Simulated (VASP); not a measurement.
Wanted: the native input for a VASP 6.6.1 run.

```yaml
Task: single point
Functional: r2SCAN
Potentials_or_basis: VASP PAW PBE potentials, release 64 (Al)
Cutoff: 520 eV
k_mesh: 20 × 20 × 20
Occupations: gaussian, width 0.15 eV
Spin: no spin polarisation
Dipole_correction: no
Further_INCAR_settings: ALGO = Normal; EDIFF = 1e-06; NBANDS = 8
```

Crystal: Al.

```xyz
1
Lattice="0.0000 1.9633 1.9633 1.9633 0.0000 1.9633 1.9633 1.9633 0.0000" Properties=species:S:1:pos:R:3 pbc="T T T"
Al    0.0000    0.0000    0.0000
```

This cell differs from its parent crystal: strain -0.030 along x and y, -0.030 along z.

One way to write it, as run:

POSCAR

```
Al
1.0
    0.0000000000      1.9632606000      1.9632606000
    1.9632606000      0.0000000000      1.9632606000
    1.9632606000      1.9632606000      0.0000000000
Al
1
Direct
    0.0000000000      0.0000000000      0.0000000000
```

INCAR.step1

```
ALGO = Normal
EDIFF = 1E-4
ENCUT = 520
GGA = PE
ISMEAR = 0
LASPH = T
LCHARG = F
LREAL = F
LWAVE = T
NBANDS = 8
NELM = 80
PREC = Accurate
SIGMA = 0.15
```

INCAR.step2

```
ALGO = Normal
EDIFF = 1E-6
ENCUT = 520
ISIF = 2
ISMEAR = 0
ISTART = 1
LASPH = T
LCHARG = F
LMIXTAU = T
LREAL = F
LWAVE = F
METAGGA = R2SCAN
NBANDS = 8
NELM = 80
PREC = Accurate
SIGMA = 0.15
```

KPOINTS

```
k-points
0
Gamma
  20 20 20
```

Potentials or basis: VASP PAW PBE potentials, release 64 (Al).

Run with:

```bash
$ cat potpaw_PBE.64/Al/POTCAR > POTCAR
$ cp INCAR.step1 INCAR
$ mpirun -np 1 vasp_std > vasp.out
$ cp INCAR.step2 INCAR
$ mpirun -np 1 vasp_std > vasp.out
```

Results of the run:

```json
{
 "Pressure": "4.8 GPa",
 "Band gap on the k mesh": "zero (an odd number of electrons rules out a gap without spin polarisation)"
}
```

Caveat: the cell differs from its parent crystal (strain -0.030 along x and y, -0.030 along z); the cell stands under pressure; the PAW data sets were made with another functional, which shifts forces and pressure a little.

It took 76 s on 1 thread of Intel(R) Xeon(R) Platinum 8259CL CPU @ 2.50GHz (Skylake/Cascade Lake), on a shared host, peak memory 0.15 GiB.
